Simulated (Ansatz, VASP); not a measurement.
Two plane-wave programs on C

```
CELL_PARAMETERS angstrom
1.17876 -3.72474 0.00000
1.17876 3.72474 0.00000
0.00000 0.00000 3.41240
ATOMIC_POSITIONS crystal
C 0.50000 0.50000 0.79557
C 0.50000 0.50000 0.20443
C 0.00000 0.00000 0.50000
```

Alike in both runs: task relaxation of cell and atoms; functional PBE; k mesh 8 × 8 × 6; occupations gaussian, width 0.1 eV; no spin polarisation.

|  | VASP | Ansatz |
| --- | --- | --- |
| version | VASP 6.6.1 | Ansatz 0.2.0 |
| potentials or method | VASP PAW PBE potentials, release 64 (C_h), cutoff 910 eV | scalar-relativistic, plane waves, PAW |
| valence electrons in the cell | 12 | 12 |

|  | VASP | Ansatz | Ansatz less VASP |
| --- | --- | --- | --- |
| gap on the k mesh at the Fermi level, each at its own relaxed structure (eV) | none | none | - |
| relaxed volume (Å³/atom) | 10.46 | 10.79 | +0.327 |
| relaxed cell length with the largest relative difference (Å) | 4.071 | 4.183 | +0.1121 |

A gap of «none» marks a metal or a gap that the smearing closes.

Noted on VASP's run: the cutoff is short for stress, so the pressure is rough.
